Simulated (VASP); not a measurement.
Pd, 1 atom in the cell. The structure is cubic, space group Fm-3m (No. 225). Conventional cell: a = 3.893 Å, b = 3.893 Å, c = 3.893 Å, α = 90.00°, β = 90.00°, γ = 90.00°. Pd (site symmetry m-3m) has 12 Pd at 2.75 Å within 3.6 Å. 

| Property | Result |
| --- | --- |
| Program | VASP 6.6.1 |
| Task | single point |
| Functional | RPBE |
| Dispersion | D3(BJ) |
| Potentials or basis | VASP PAW PBE potentials, release 64 (Pd_sv_GW) |
| Cutoff | 540 eV |
| k mesh | 12 × 12 × 12 |
| Occupations | fermi-dirac, width 0.01 eV |
| Spin | non-collinear spin, zero start, spin-orbit coupling |
| Starting moments | [[0.0, 0.0, 0.0]] μB |
| Hubbard terms | Pd d U = 3.0 eV |
| Dipole correction | no |
| Further INCAR settings | ALGO = Normal; EDIFF = 1e-06; NBANDS = 29 |

Potentials or basis: VASP PAW PBE potentials, release 64 (Pd_sv_GW).

Command:

```console
$ cat potpaw_PBE.64/Pd_sv_GW/POTCAR > POTCAR
$ mpirun -np 1 vasp_ncl > vasp.out
```

Hardware: 1 thread of Intel(R) Xeon(R) Platinum 8259CL CPU @ 2.50GHz (Skylake/Cascade Lake), with other jobs on the host.

How long does it take, and how much memory?

It took 98 s on 1 thread of Intel(R) Xeon(R) Platinum 8259CL CPU @ 2.50GHz (Skylake/Cascade Lake), with other jobs on the host, peak memory 0.25 GiB. Counts: scf iterations 13, k points 72.
